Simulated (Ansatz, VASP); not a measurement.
## Hf3ZrSe8 in VASP and in Ansatz

```
Zr Hf Se
1.0
     7.55867    0.00000    0.00000
    -3.77933    6.54600    0.00000
     0.00000    0.00000    7.00001
Zr Hf Se
1 3 8
Direct
  0.00000 0.00000 0.00000
  0.50000 0.50000 0.00000
  0.50000 0.00000 0.00000
  0.00000 0.50000 0.00000
  0.66453 0.83227 0.22549
  0.66667 0.33333 0.22491
  0.16773 0.83227 0.22549
  0.16773 0.33547 0.22549
  0.83227 0.66453 0.77451
  0.83227 0.16773 0.77451
  0.33333 0.66667 0.77509
  0.33547 0.16773 0.77451
```

Alike in both runs: functional PBE; k mesh 6 × 6 × 6; occupations gaussian, width 0.02 eV; no spin polarisation.

Ansatz relaxed the structure, and its values are those at the end. VASP's run is a single point on that final structure, the one shown.

|  | VASP | Ansatz |
| --- | --- | --- |
| version | VASP 6.6.1 | Ansatz 0.2.0 |
| potentials or method | VASP PAW PBE potentials, release 64 (Zr_sv, Hf_pv, Se), cutoff 520 eV | scalar-relativistic, plane waves, PAW |
| valence electrons in the cell | 90 | 218 |

|  | VASP | Ansatz | Ansatz less VASP |
| --- | --- | --- | --- |
| gap on the k mesh at the Fermi level (eV) | 0.50 | 0.49 | -0.006 |
| least direct gap on the mesh (eV) | 0.53 | 0.53 | -0.006 |
| pressure (GPa) | -0.2 | 0.0 | +0.19 |
| rms of the force components (eV/Å) | 0.018 | 0.001 | -0.0162 |

VASP's potentials hold 90 valence electrons a cell and Ansatz's 218, so a difference there can come from the potentials and not from the codes.

Spin-orbit coupling is off throughout.
